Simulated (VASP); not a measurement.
## CoMo: single point with LDA

The system is CoMo.

```
CELL_PARAMETERS angstrom
2.41541 0.00000 0.00000
-1.20771 2.09181 0.00000
0.00000 0.00000 3.74970
ATOMIC_POSITIONS crystal
Co 0.66667 0.33333 0.50000
Mo 0.33333 0.66667 0.00000
```

This cell differs from its parent crystal: volume scaled by 0.72.

```json
{
 "Program": "VASP 6.6.1",
 "Task": "single point",
 "Functional": "LDA",
 "Potentials or basis": "VASP PAW LDA potentials, release 64 (Co, Mo_sv)",
 "Cutoff": "520 eV",
 "k mesh": "14 × 14 × 8",
 "Occupations": "fermi-dirac, width 0.05 eV",
 "Spin": "no spin polarisation"
}
```

- Pressure: 139.0 GPa

Stress tensor (GPa, compression positive):
```
136.99   0.00   0.00
  0.00 136.99   0.00
  0.00   0.00 143.06
```

Levels at points of the mesh, in eV from the Fermi level:
```tsv
k point	band 8	band 9	band 10	band 11	band 12	band 13	band 14	band 15
(0.00, 0.00, 0.00)	-2.42	-2.11	-1.63	-1.63	-1.14	-1.14	2.75	4.15
(0.50, 0.00, 0.00)	-3.08	-1.95	-1.73	-1.25	0.18	3.99	4.79	7.45
(0.00, 0.00, 0.50)	-2.72	-2.59	-2.59	-2.47	-2.35	0.46	0.46	4.14
(0.50, 0.00, 0.50)	-4.23	-1.67	-0.35	0.09	1.39	2.97	3.20	6.83
```

It took 26 s on 1 thread of Intel Xeon 6975P-C (shared host), peak memory 0.15 GiB.

 Spin polarisation is off, so any magnetic state and its effect on volume and gap are missing.
